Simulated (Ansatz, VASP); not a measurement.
# CuO in VASP and in Ansatz

INCAR

```
SYSTEM = CuO
ALGO = Normal
EDIFF = 1E-7
EDIFFG = -0.01
ENCUT = 820
GGA = PE
GGA_COMPAT = .FALSE.
IBRION = 2
ISIF = 3
ISMEAR = -1
LASPH = .TRUE.
LCHARG = .FALSE.
LDAU = .TRUE.
LDAUJ = 0 0
LDAUL = 2 -1
LDAUPRINT = 1
LDAUTYPE = 2
LDAUU = 2 0
LMAXMIX = 4
LREAL = .FALSE.
LWAVE = .FALSE.
NELM = 200
NELMIN = 4
NSW = 60
PREC = Accurate
SIGMA = 0.05
```

The input KPOINTS:

```
k-points
0
G
  10 10 10
  0 0 0
```

The input POSCAR:

```
CuO
1.0
    2.5525506100      0.0000000000      0.0000000000
    0.0000000000      2.5525506100      0.0000000000
    0.0000000000      0.0000000000      2.5525506100
Cu O
1 1
Direct
    0.0000000000      0.0000000000      0.0000000000
    0.5000000000      0.5000000000      0.5000000000
```

Contents of input.yaml:

```yaml
crystal:
  lattice:
    - [2.55255061, 0.0, 0.0]
    - [0.0, 2.55255061, 0.0]
    - [0.0, 0.0, 2.55255061]
  atoms:
    - { symbol: Cu, position: [0.0, 0.0, 0.0] }
    - { symbol: O, position: [0.5, 0.5, 0.5] }
hamiltonian:
  xc: pbe
  pseudopotentials: { kind: paw }
  hubbard: { sites: [{ species: Cu, l: d, u_eff: 2.0 }] }
kpoints:
  mp_grid: { grid: [10, 10, 10] }
scf:
  occupations: { method: fermi_dirac, width: 0.05 }
output:
  forces: true
  stress: true
  eigenvalues: true
relax:
  f_tol: 0.01
  max_steps: 40
  cell: { stress_tol: 0.05 }
```

Alike in both runs: task relaxation of cell and atoms; functional PBE; k mesh 10 × 10 × 10; occupations fermi-dirac, width 0.05 eV; no spin polarisation; Hubbard terms Cu d U = 2.0 eV.

```csv
,VASP,Ansatz
version,VASP 6.6.1,Ansatz 0.2.0
potentials or method,"VASP PAW PBE potentials, release 64 (Cu_sv_GW, O)",Ansatz PAW
plane-wave cutoff (eV),820,420
valence electrons in the cell,25,25
```

VASP gave:

| Property | Result |
| --- | --- |
| gap on the k mesh at the Fermi level, each at its own relaxed structure (eV) | none |
| relaxed volume (Å³/atom) | 9.05 |
| relaxed length of the cell vector where the two differ most in proportion (Å) | 2.625 |

What did Ansatz give for the same quantities?

gap on the k mesh at the Fermi level, each at its own relaxed structure (eV): none; relaxed volume (Å³/atom): 9.22; relaxed length of the cell vector where the two differ most in proportion (Å): 2.642.

The programs project onto different local orbitals, so the same U acts differently, and such runs can settle in different states. A gap of «none» marks a metal or a gap that the smearing closes.

Noted on Ansatz's run: the plane-wave basis is chosen anew once the cell has moved, so the energies of steps on either side of that aren't comparable.
